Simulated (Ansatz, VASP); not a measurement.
**Two plane-wave programs on Ag**

```
Ag
1.0
     1.44994    0.83712    4.58726
    -1.44994    0.83712    4.58726
     0.00000   -1.67424    4.58726
Ag
2
Direct
  0.25000 0.25000 0.25000
  0.75000 0.75000 0.75000
```

Alike in both runs: functional PBEsol; k mesh 6 × 6 × 6; occupations gaussian, width 0.1 eV; no spin polarisation.

Ansatz relaxed the structure, and its values are those at the end. VASP's run is a single point on that final structure, the one shown.

```csv
,VASP,Ansatz
version,VASP 6.6.1,Ansatz 0.2.0
potentials or method,"VASP PAW PBE potentials, release 64 (Ag), cutoff 520 eV","scalar-relativistic, plane waves, PAW"
valence electrons in the cell,22,38
```

|  | VASP | Ansatz | Ansatz less VASP |
| --- | --- | --- | --- |
| gap on the k mesh at the Fermi level (eV) | none | none | - |
| pressure (GPa) | 0.0 | 0.2 | +0.21 |

VASP's potentials were made for PBE, not for PBEsol. A gap of «none» marks a metal or a gap that the smearing closes. VASP's potentials hold 22 valence electrons a cell and Ansatz's 38, so a difference there can come from the potentials and not from the codes.

The k mesh is coarse, so the values compare programs but aren't converged.
